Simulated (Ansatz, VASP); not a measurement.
**One calculation of Ni, two programs**

File INCAR:

```
SYSTEM = Ni
PREC = Accurate
ENCUT = 520
EDIFF = 1E-7
ISMEAR = -1
SIGMA = 0.1
LREAL = .FALSE.
LASPH = .TRUE.
NELM = 60
ALGO = Normal
ISIF = 2
LWAVE = .FALSE.
LCHARG = .FALSE.
GGA = PE
NBANDS = 22
```

The input KPOINTS:

```
Automatic mesh
0
G
  12 12 17
  0 0 0
```

POSCAR

```
Ni
1.0
    4.0464223156      0.0000000000      0.0000000000
   -2.0232111578      3.5043045197      0.0000000000
    0.0000000000      0.0000000000      2.4343691554
Ni
3
Direct
    0.0000000000      1.0000000000      1.0000000000
    0.3333333333      0.6666666667      0.5000000000
    0.6666666667      0.3333333333      0.5000000000
```

Input for Ansatz:

```yaml
crystal:
  lattice:
    - [4.0464223156, 0.0, 0.0]
    - [-2.0232111578, 3.5043045197, 0.0]
    - [0.0, 0.0, 2.4343691554]
  atoms:
    - { symbol: Ni, position: [0.0, 1.0, 1.0] }
    - { symbol: Ni, position: [0.3333333333, 0.6666666667, 0.5] }
    - { symbol: Ni, position: [0.6666666667, 0.3333333333, 0.5] }
hamiltonian:
  xc: pbe
  pseudopotentials:
    kind: paw
    azcp:
      Ni: "pseudopotentials/Ni.paw.azcp"
basis:
  ecutwfc: 420
  fft_grid_basis: typed
kpoints:
  mp_grid: { grid: [12, 12, 17], shift: [0, 0, 0] }
magnetization:
  spin_polarized: false
scf:
  occupations: { method: fermi_dirac, width: 0.1 }
output:
  stress: true
```

Alike in both runs: task single point; functional PBE; k mesh 12 × 12 × 17; occupations fermi-dirac, width 0.1 eV; no spin polarisation.

|  | VASP | Ansatz |
| --- | --- | --- |
| version | VASP 6.6.1 | Ansatz 0.2.0 |
| potentials or method | VASP PAW PBE potentials, release 64 (Ni), cutoff 520 eV | plane waves (420 eV) with PAW, scalar-relativistic |
| valence electrons in the cell | 30 | 54 |

VASP gave:

```
pressure (GPa)                                                : -6.7
traceless stress, the component that is largest in VASP (GPa) : 0.07
```

Problem. Which values does Ansatz return?

Solution. Pressure (GPa): -6.8; traceless stress, the component that is largest in VASP (GPa): 0.14.

VASP's potentials hold 30 valence electrons a cell and Ansatz's 54, so a difference there can come from the potentials and not from the codes.
